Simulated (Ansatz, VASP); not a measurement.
## Two plane-wave programs on Sr

```xyz
1
Lattice="3.8729 0.0000 0.0000 0.0000 3.8729 0.0000 0.0000 0.0000 3.8729" Properties=species:S:1:pos:R:3 pbc="T T T"
Sr    0.0000    0.0000    0.0000
```

Alike in both runs: functional PBE; k mesh 8 × 8 × 8; occupations fermi-dirac, width 0.1 eV; no spin polarisation.

Ansatz relaxed the structure, and its values are those at the end. VASP's run is a single point on that final structure, the one shown.

|  | VASP | Ansatz |
| --- | --- | --- |
| version | VASP 6.6.1 | Ansatz 0.2.0 |
| potentials or method | VASP PAW PBE potentials, release 64 (Sr_sv), cutoff 520 eV | plane waves (420 eV) with PAW, scalar-relativistic |
| valence electrons in the cell | 10 | 10 |

```tsv
	VASP	Ansatz	Ansatz less VASP
pressure (GPa)	0.0	0.0	0.00
```

With one functional, cell and mesh, what is left measures potentials, basis and numerics.
